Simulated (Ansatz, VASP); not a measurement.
## One calculation of BPd4, two programs

```xyz
5
Lattice="6.0837 0.0000 0.0000 0.0000 6.0837 0.0000 0.0000 0.0000 2.5581" Properties=species:S:1:pos:R:3 pbc="T T T"
B     3.0418    3.0418    0.0000
Pd    1.7893    0.0000    1.2790
Pd    4.2943    0.0000    1.2790
Pd    0.0000    1.7893    1.2790
Pd    0.0000    4.2943    1.2790
```

Alike in both runs: functional PBE; k mesh 6 × 6 × 14; occupations gaussian, width 0.1 eV; no spin polarisation.

Ansatz relaxed the structure, and its values are those at the end. VASP's run is a single point on that final structure, the one shown.

|  | VASP | Ansatz |
| --- | --- | --- |
| version | VASP 6.6.1 | Ansatz 0.2.0 |
| potentials or method | VASP PAW PBE potentials, release 64 (B, Pd), cutoff 520 eV | scalar-relativistic, plane waves, PAW |
| valence electrons in the cell | 43 | 75 |

|  | VASP | Ansatz | Ansatz less VASP |
| --- | --- | --- | --- |
| gap on the k mesh at the Fermi level (eV) | none | none | - |
| pressure (GPa) | -0.3 | 0.0 | +0.30 |
| rms of the force components (eV/Å) | 0.010 | 0.005 | -0.0052 |

A gap of «none» marks a metal or a gap that the smearing closes. The functional is the same, so the differences come from potentials, cutoffs and numerics. VASP's potentials hold 43 valence electrons a cell and Ansatz's 75, so a difference there can come from the potentials and not from the codes.
